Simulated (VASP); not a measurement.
Runs of VASP 6.6.1 on RbBr. The structure is that of space group Fm-3m (No. 225), or close to it. The cells are those of the table. 

```tsv
cell	gap on the mesh (eV)	pressure (GPa)
a = 4.714 Å, angles 60.0°, 2 atoms	4.58	(a)
a = 5.033 Å, angles 60.0°, 2 atoms	4.09	-0.4
a = 4.644 Å, angles 60.0°, 2 atoms	4.71	(b)
a = 4.910 Å, angles 60.0°, 2 atoms	4.26	(c)
a = 4.781 Å, angles 60.0°, 2 atoms	4.47	1.8
a = 4.847 Å, angles 60.0°, 2 atoms	4.36	1.0
a = 4.972 Å, angles 60.0°, 2 atoms	4.17	-0.1
```

Alike in all rows: task single point; level PBE; potentials or basis VASP PAW PBE potentials, release 64 (Rb_sv, Br); no spin polarisation; k mesh 6 × 6 × 6; cutoff (eV) 520; smearing gaussian 0.01 eV.

Q: Estimate the missing entries.

A: (a) 2.7; (b) 3.9; (c) 0.4.

A k mesh can miss the band edges, and the runs leave out spin-orbit coupling on Br, Rb.
